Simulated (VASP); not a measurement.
**PbS: single point with PBE+D4**

Crystal: PbS.

```
Pb S
1.0
     5.95108    0.00000    0.00000
     0.00000    2.96578    2.96578
     0.00000   -2.96578    2.96578
Pb S
2 2
Direct
  0.74999 0.26051 0.76051
  0.25001 0.76051 0.26051
  0.74990 0.76049 0.26049
  0.25010 0.26049 0.76049
```

- Program: VASP 6.6.1
- Task: single point
- Functional: PBE
- Dispersion: D4
- Potentials or basis: VASP PAW PBE potentials, release 64 (Pb_d, S)
- Cutoff: 520 eV
- k mesh: 4 × 6 × 6
- Occupations: fermi-dirac, width 0.02 eV
- Spin: no spin polarisation

```json
{"Pressure": "-0.1 GPa", "Band gap on the k mesh": "0.38 eV", "Dispersion energy per atom": "-0.377 eV"}
```

Levels at points of the mesh, in eV from the valence-band top:
| k point | band 18 | band 19 | band 20 | band 21 | band 22 | band 23 |
| --- | --- | --- | --- | --- | --- | --- |
| (0.00, 0.00, 0.00) | -2.16 | -2.16 | -2.14 | 3.89 | 5.16 | 5.23 |
| (0.50, 0.00, 0.00) | -2.81 | -1.74 | -1.73 | 2.43 | 2.43 | 4.76 |
| (0.00, 0.50, 0.00) | -1.88 | -0.78 | -0.78 | 1.44 | 1.44 | 2.45 |
| (0.50, 0.50, 0.00) | -1.76 | 0.00 | 0.00 | 0.38 | 0.38 | 1.96 |
| (0.00, 0.50, 0.50) | -3.44 | -3.40 | -3.40 | 3.88 | 3.88 | 5.58 |
| (0.50, 0.50, 0.50) | -4.41 | -1.03 | -1.03 | 2.18 | 2.18 | 4.68 |

It took 61 s on 1 thread of Intel(R) Xeon(R) Platinum 8259CL CPU @ 2.50GHz (Skylake/Cascade Lake), on a shared host, peak memory 0.26 GiB.

Caveat: spin-orbit coupling is left out, which moves the levels of the heavy elements. A k mesh can miss the band edges.
